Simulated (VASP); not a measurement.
# Be2C (Fm-3m) in VASP: single point with PBE

Aim: the single point of Be2C with PBE.

All numbers are computed with VASP 6.6.1; they aren't measurements. Logs are shortened: lines on timing, memory, paths and dates and some standing lists are left out, and cuts for length are marked.

## 1. The cell of the first run

It takes space group Fm-3m (No. 225, cubic). Conventional cell: a = 4.330 Å, b = 4.330 Å, c = 4.330 Å, α = 90.00°, β = 90.00°, γ = 90.00°. Within 2.5 Å of Be (site symmetry -43m) lie 4 C at 1.87 Å and 6 Be at 2.17 Å. C (site symmetry m-3m) has 8 Be at 1.87 Å within 2.5 Å.

## 2. Single point, PBE

Input file INCAR:

```
PREC = Accurate
ENCUT = 600
EDIFF = 1E-6
ISMEAR = 0
SIGMA = 0.01
LREAL = F
LASPH = T
NELM = 120
ALGO = Normal
ISIF = 2
LWAVE = F
LCHARG = F
GGA = PE
NBANDS = 11
GGA_COMPAT = F
```

Input file KPOINTS:

```
regular mesh
0
Gamma
  4 4 4
```

Input file POSCAR:

```
Be2C
1.0
    0.0000000000      2.1650000000      2.1650000000
    2.1650000000      0.0000000000      2.1650000000
    2.1650000000      2.1650000000      0.0000000000
Be C
2 1
Direct
    0.2500000000      0.2500000000      0.2500000000
    0.7500000000      0.7500000000      0.7500000000
    0.0000000000      0.0000000000      0.0000000000
```

Potentials or basis: VASP PAW PBE potentials, release 64 (Be, C).

Launch:

```bash
cat potpaw_PBE.64/Be/POTCAR potpaw_PBE.64/C/POTCAR > POTCAR
mpirun -np 1 vasp_std > vasp.out
```

OUTCAR:

```text
PREC = Accurate
   ENCUT = 600
   EDIFF = 1E-6
   ISMEAR = 0
   LREAL = F
   LASPH = T
   NELM = 120
   ISIF = 2
   GGA = PE

 ion  position               nearest neighbor table
   1  0.250  0.250  0.250-   3 1.87   3 1.87   3 1.87   3 1.87   2 2.17   2 2.17   2 2.17   2 2.17
                             2 2.17   2 2.17
   2  0.750  0.750  0.750-   3 1.87   3 1.87   3 1.87   3 1.87   1 2.17   1 2.17   1 2.17   1 2.17
                             1 2.17   1 2.17
   3  0.000  0.000  0.000-   2 1.87   2 1.87   2 1.87   1 1.87   2 1.87   1 1.87   1 1.87   1 1.87

  LATTYP: Found a face centered cubic cell.
 ALAT       =     4.3300000000

  Lattice vectors:

 A1 = (   0.0000000000,   2.1650000000,   2.1650000000)
 A2 = (   2.1650000000,   0.0000000000,   2.1650000000)
 A3 = (   2.1650000000,   2.1650000000,   0.0000000000)

Analysis of symmetry for initial positions (statically):
=====================================================================
 Subroutine PRICEL returns:
 Original cell was already a primitive cell.

 Routine SETGRP: Setting up the symmetry group for a
 face centered cubic supercell.

 Subroutine GETGRP returns: Found 48 space group operations
 (whereof 48 operations were pure point group operations)
 out of a pool of 48 trial point group operations.

The static configuration has the point symmetry O_h .

Analysis of symmetry for dynamics (positions and initial velocities):
=====================================================================
 Subroutine PRICEL returns:
 Original cell was already a primitive cell.

 Routine SETGRP: Setting up the symmetry group for a
 face centered cubic supercell.

 Subroutine GETGRP returns: Found 48 space group operations
 (whereof 48 operations were pure point group operations)
 out of a pool of 48 trial point group operations.

The dynamic configuration has the point symmetry O_h .

 Subroutine INISYM returns: Found 48 space group operations
 (whereof 48 operations are pure point group operations),
 and found     1 'primitive' translations

----------------------------------------------------------------------------------------

                                     Primitive cell

  volume of cell :      20.2957

  direct lattice vectors                    reciprocal lattice vectors
     0.000000000  2.165000000  2.165000000    -0.230946882  0.230946882  0.230946882
     2.165000000  0.000000000  2.165000000     0.230946882 -0.230946882  0.230946882
     2.165000000  2.165000000  0.000000000     0.230946882  0.230946882 -0.230946882

  length of vectors
     3.061772363  3.061772363  3.061772363     0.400011734  0.400011734  0.400011734

  position of ions in fractional coordinates (direct lattice)
     0.250000000  0.250000000  0.250000000
     0.750000000  0.750000000  0.750000000
     0.000000000  0.000000000  0.000000000

  ion indices of the primitive-cell ions
   primitive index   ion index
                 1           1
                 2           2
                 3           3

----------------------------------------------------------------------------------------

 KPOINTS: regular mesh

Automatic generation of k-mesh.
 Grid dimensions read from file:
 generate k-points for:    4    4    4

 Generating k-lattice:

  Cartesian coordinates                     Fractional coordinates (reciprocal lattice)
    -0.057736721  0.057736721  0.057736721     0.250000000  0.000000000  0.000000000
     0.057736721 -0.057736721  0.057736721     0.000000000  0.250000000  0.000000000
     0.057736721  0.057736721 -0.057736721     0.000000000  0.000000000  0.250000000

  Length of vectors
     0.100002933  0.100002933  0.100002933

  Shift w.r.t. Gamma in fractional coordinates (k-lattice)
     0.000000000  0.000000000  0.000000000

 Subroutine IBZKPT returns following result:
 ===========================================

 Found      8 irreducible k-points:

 Following reciprocal coordinates:
            Coordinates               Weight
  0.000000  0.000000  0.000000      1.000000
  0.250000  0.000000  0.000000      8.000000
  0.500000  0.000000  0.000000      4.000000
  0.250000  0.250000  0.000000      6.000000
  0.500000  0.250000  0.000000     24.000000
 -0.250000  0.250000  0.000000     12.000000
  0.500000  0.500000  0.000000      3.000000
 -0.250000  0.500000  0.250000      6.000000
   k-points           NKPTS =      8   k-points in BZ     NKDIM =      8   number of bands    NBANDS=     11
   number of dos      NEDOS =    301   number of ions     NIONS =      3
   total plane-waves  NPLWV =  13824
   dimension x,y,z NGX =    24 NGY =   24 NGZ =   24
   dimension x,y,z NGXF=    48 NGYF=   48 NGZF=   48
   ions per type =               2   1
   NGX,Y,Z   is equivalent  to a cutoff of  13.03, 13.03, 13.03 a.u.
   NGXF,Y,Z  is equivalent  to a cutoff of  26.06, 26.06, 26.06 a.u.
 SYSTEM =  unknown system
   PREC   = accura    normal or accurate (medium, high low for compatibility)
   ISTART =      0    job   : 0-new  1-cont  2-samecut
   ICHARG =      2    charge: 1-file 2-atom 10-const
   ISPIN  =      1    spin polarized calculation?
   LNONCOLLINEAR =      F non collinear calculations
   LSORBIT =      F    spin-orbit coupling
   LASPH  =      T    aspherical Exc in radial PAW
   ENCUT  =  600.0 eV  44.10 Ry    6.64 a.u.   6.12  6.12  6.12*2*pi/ulx,y,z
   NELM   =    120;   NELMIN=  2; NELMDL= -5     # of ELM steps
   EDIFF  = 0.1E-05   stopping-criterion for ELM
   LREAL  =      F    real-space projection
   EDIFFG = 0.1E-04   stopping-criterion for IOM
   NSW    =      0    number of steps for IOM
   IBRION =     -1    ionic relax: 0-MD 1-quasi-New 2-CG
   NFREE  =      0    steps in history (QN), initial steepest desc. (CG)
   ISIF   =      2    stress and relaxation
   ISYM   =      2    0-nonsym 1-usesym 2-fastsym
   POTIM  = 0.5000    time-step for ionic-motion
   TEBEG  =    0.0;   TEEND  =   0.0 temperature during run
   PSTRESS=    0.0 pullay stress
   NELECT =       8.0000    total number of electrons
   NUPDOWN=      -1.0000    fix difference up-down
   EMIN   =  10.00;   EMAX   =-10.00  energy-range for DOS
   EFERMI =   0.00;   METHOD = LEGACY
   ISMEAR =     0;   SIGMA  =   0.01  broadening in eV -4-tet -1-fermi 0-gaus
   EFERMI_NEDOS =   21; number of points for ismear=-14 and -15
   IALGO  =     38    algorithm
   IMIX   =      4    mixing-type and parameters
     AMIX     =   0.40;   BMIX     =  1.00
     AMIX_MAG =   1.60;   BMIX_MAG =  1.00
  volume/ion in A,a.u.               =       6.77        45.65
  Fermi-wavevector in a.u.,A,eV,Ry     =   1.200338  2.268310 19.603432  1.440812
  Thomas-Fermi vector in A             =   2.336177
   LORBIT       =      0    0 simple, 1 ext, 2 COOP (PROOUT), +10 PAW based schemes
   GGA     = PE    functional components
   LHFCALC =     F    Hartree Fock is set to
   AEXX    =    0.0000 exact exchange contribution
   IVDW    =     0    specifies the selected vdW correction
   LEPSILON=     F    determine dielectric tensor
   LRPA    =     F    only Hartree local field effects (RPA)
 non-spin polarized calculation
 Gauss-broadening in eV      SIGMA  =   0.01
  energy-cutoff  :      600.00
  volume of cell :       20.30
 maximum number of plane-waves:       700
   NGX = 13   NGY = 13   NGZ = 13

 number of electron       8.0000000 magnetization

 Free energy of the ion-electron system (eV)
  ---------------------------------------------------
  ext. energy  EPLUGINS =         0.00000000
  ---------------------------------------------------
  free energy    TOTEN  =       -17.36906041 eV

  energy without entropy =      -17.36906041  energy(sigma->0) =      -17.36906041

 E-fermi :   7.8418     XC(G=0): -11.4303

 val. band max:        7.7583492813   @ k =   0.0000   0.0000   0.0000
 cond. band min:       8.8890710624   @ k =   0.5000   0.5000   0.0000
 fundamental gap:      1.1307217811
 Fermi energy:         7.8418198177

 k-point     1 :       0.0000    0.0000    0.0000
  band No.  band energies     occupation
      1      -7.2938      2.00000
      2       7.7583      2.00000
      3       7.7583      2.00000
      4       7.7583      2.00000
      5      11.8521      0.00000
      6      11.8521      0.00000
      7      11.8521      0.00000
      8      14.4926      0.00000
      9      20.8856      0.00000
     10      20.8856      0.00000
     11      20.8856      0.00000

 k-point     2 :       0.2500    0.0000    0.0000
  band No.  band energies     occupation
      1      -6.3144      2.00000
      2       2.9151      2.00000
      3       6.5870      2.00000
      4       6.5870      2.00000
      5      13.2088      0.00000
      6      13.2088      0.00000
      7      13.9047      0.00000
      8      16.3629      0.00000
      9      19.0106      0.00000
     10      19.0106      0.00000
     11      22.9804      0.00000

 k-point     3 :       0.5000    0.0000    0.0000
  band No.  band energies     occupation
      1      -4.4235      2.00000
      2      -0.9857      2.00000
      3       5.9220      2.00000
      4       5.9220      2.00000
      5      12.7285      0.00000
      6      12.7285      0.00000
      7      14.7405      0.00000
      8      17.5563      0.00000
      9      22.2351      0.00000
     10      22.2351      0.00000
     11      24.8189      0.00000

 k-point     4 :       0.2500    0.2500    0.0000
  band No.  band energies     occupation
      1      -6.0045      2.00000
      2       4.5990      2.00000
      3       4.6365      2.00000
      4       4.6365      2.00000
      5      11.8479      0.00000
      6      12.6232      0.00000
      7      16.2042      0.00000
      8      16.2042      0.00000
      9      19.7106      0.00000
     10      24.1910      0.00000
     11      24.1910      0.00000

 k-point     5 :       0.5000    0.2500    0.0000
  band No.  band energies     occupation
      1      -4.1829      2.00000
      2       0.4637      2.00000
      3       3.3445      2.00000
      4       4.1349      2.00000
      5      11.4539      0.00000
      6      15.8507      0.00000
      7      16.7244      0.00000
      8      17.5576      0.00000
      9      21.3634      0.00000
     10      22.6926      0.00000
     11      25.0530      0.00000

 k-point     6 :      -0.2500    0.2500    0.0000
  band No.  band energies     occupation
      1      -4.8454      2.00000
      2       1.2065      2.00000
      3       2.9732      2.00000
      4       5.6583      2.00000
      5      12.8943      0.00000
      6      15.6158      0.00000
      7      16.3953      0.00000
      8      16.9797      0.00000
      9      17.6894      0.00000
     10      22.5211      0.00000
     11      24.7142      0.00000

 k-point     7 :       0.5000    0.5000    0.0000
  band No.  band energies     occupation
      1      -3.6730      2.00000
      2       0.9674      2.00000
      3       3.0173      2.00000
      4       3.0173      2.00000
      5       8.8891      0.00000
      6      13.4481      0.00000
      7      20.9931      0.00000
      8      20.9931      0.00000
      9      23.0523      0.00000
     10      23.8773      0.00000
     11      23.8773      0.00000

 k-point     8 :      -0.2500    0.5000    0.2500
  band No.  band energies     occupation
      1      -3.3468      2.00000
      2       1.4822      2.00000
      3       1.8384      2.00000
      4       1.8384      2.00000
      5      13.4571      0.00000
      6      15.8607      0.00000
      7      17.2510      0.00000
      8      17.2510      0.00000
      9      22.1394      0.00000
     10      22.1394      0.00000
     11      24.8330      0.00000

------------------------ aborting loop because EDIFF is reached ----------------------------------------

  FORCE on cell =-STRESS in cart. coord.  units (eV):
  Direction    XX          YY          ZZ          XY          YZ          ZX
  --------------------------------------------------------------------------------------
  -------------------------------------------------------------------------------------
  Total        0.0089216      0.0089216      0.0089216      0.0000000     -0.0000000     -0.0000000
  in kB        0.7042878      0.7042878      0.7042878      0.0000000     -0.0000000     -0.0000000
  external PRESSURE =       0.7042878 kB  Pullay stress =       0.0000000 kB

 VOLUME and BASIS-vectors are now :
 -----------------------------------------------------------------------------
  energy-cutoff  :      600.00
  volume of cell :       20.30
      direct lattice vectors                 reciprocal lattice vectors
     0.000000000  2.165000000  2.165000000    -0.230946882  0.230946882  0.230946882
     2.165000000  0.000000000  2.165000000     0.230946882 -0.230946882  0.230946882
     2.165000000  2.165000000  0.000000000     0.230946882  0.230946882 -0.230946882

 POSITION                                       TOTAL-FORCE (eV/Angst)
 -----------------------------------------------------------------------------------
      1.08250      1.08250      1.08250         0.000000      0.000000     -0.000000
      3.24750      3.24750      3.24750         0.000000     -0.000000      0.000000
      0.00000      0.00000      0.00000        -0.000000      0.000000     -0.000000
 -----------------------------------------------------------------------------------
    total drift:                               -0.000000      0.000000      0.000000

  FREE ENERGIE OF THE ION-ELECTRON SYSTEM (eV)
  ---------------------------------------------------
  free  energy   TOTEN  =       -17.3690604124 eV

  energy  without entropy=      -17.3690604124  energy(sigma->0) =      -17.36906041
```

Run time: 2.3 s. Hardware: 1 thread of Intel Xeon 6975P-C, shared host; peak memory 0.13 GiB.

Results:

- Free energy: -17.3691 eV
- Pressure: 0.1 GPa
- Band gap on the k mesh: 1.13 eV, indirect (least direct gap 4.09 eV)

Caveat: the k points lie up to 0.63 Å⁻¹ apart.
